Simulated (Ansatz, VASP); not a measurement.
# Pt in VASP and in Ansatz

```
Pt
1.0
    -1.57828    1.57828    1.58422
     1.57828   -1.57828    1.58422
     1.59016    1.59016   -1.58422
Pt
1
Cartesian
  0.0000 0.0000 0.0000
```

Change from the starting cell: strain +0.0075 x Voigt [0, 0, 0, 0, 0, 1], atoms carried along.

Alike in both runs: task single point; functional PBE; k mesh 22 × 22 × 22; occupations gaussian, width 0.15 eV; no spin polarisation.

```csv
,VASP,Ansatz
version,VASP 6.6.1,Ansatz 0.2.0
potentials or method,"VASP PAW PBE potentials, release 64 (Pt), cutoff 520 eV","scalar-relativistic, plane waves, PAW"
valence electrons in the cell,10,18
```

```csv
,VASP,Ansatz,Ansatz less VASP
gap on the k mesh at the Fermi level (eV),none,none,-
pressure (GPa),-1.5,-1.0,+0.45
"traceless stress, the component that is largest in VASP (GPa)",-1.11,-1.12,-0.011
```

A gap of «none» marks a metal or a gap that the smearing closes. VASP's potentials hold 10 valence electrons a cell and Ansatz's 18, so a difference there can come from the potentials and not from the codes.

Spin-orbit coupling is off throughout.
